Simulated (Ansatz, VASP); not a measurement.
# One calculation of P, two programs

The input INCAR:

```
  PREC = Accurate
  ENCUT = 600
  EDIFF = 1E-6
  ISMEAR = -1
  SIGMA = 0.1
  LREAL = F
  LASPH = T
  NELM = 80
  ALGO = Normal
  ISIF = 3
  LWAVE = F
  LCHARG = F
  GGA = PE
  IBRION = 2
  NSW = 60
  EDIFFG = -0.005
```

File KPOINTS:

```
Automatic mesh
0
Gamma
  17 17 17
```

File POSCAR:

```
P
1.0
   -1.5536162530      1.5536162530      1.5536162530
    1.5536162530     -1.5536162530      1.5536162530
    1.5536162530      1.5536162530     -1.5536162530
P
1
Direct
    0.0000000000      0.0000000000      0.0000000000
```

Input for Ansatz:

```yaml
crystal:
  lattice:
    - [-1.553616253, 1.553616253, 1.553616253]
    - [1.553616253, -1.553616253, 1.553616253]
    - [1.553616253, 1.553616253, -1.553616253]
  atoms:
    - { symbol: P, position: [0.0, 0.0, 0.0] }
kpoints:
  mp_grid: { grid: [17, 17, 17] }
scf:
  occupations: { method: fermi_dirac, width: 0.1 }
hamiltonian:
  xc: pbe
  pseudopotentials: { kind: paw }
output:
  forces: true
  stress: true
  write_density: true
  write_potential: true
  elf: true
  volumetric_format: npy
relax:
  f_tol: 0.005
  max_steps: 40
  cell: {}
```

Alike in both runs: task relaxation of cell and atoms; functional PBE; k mesh 17 × 17 × 17; occupations fermi-dirac, width 0.1 eV; no spin polarisation.

```csv
,VASP,Ansatz
version,VASP 6.6.1,Ansatz 0.2.0
potentials or method,"VASP PAW PBE potentials, release 64 (P)","PAW with Ansatz's default frozen-core files, scalar-relativistic"
plane-wave cutoff (eV),600,420
valence electrons in the cell,5,5
```

```tsv
	VASP	Ansatz	Ansatz less VASP
relaxed volume (Å³/atom)	14.18	14.21	+0.028
relaxed cell length with the largest relative difference (Å)	2.641	2.643	+0.0017
```
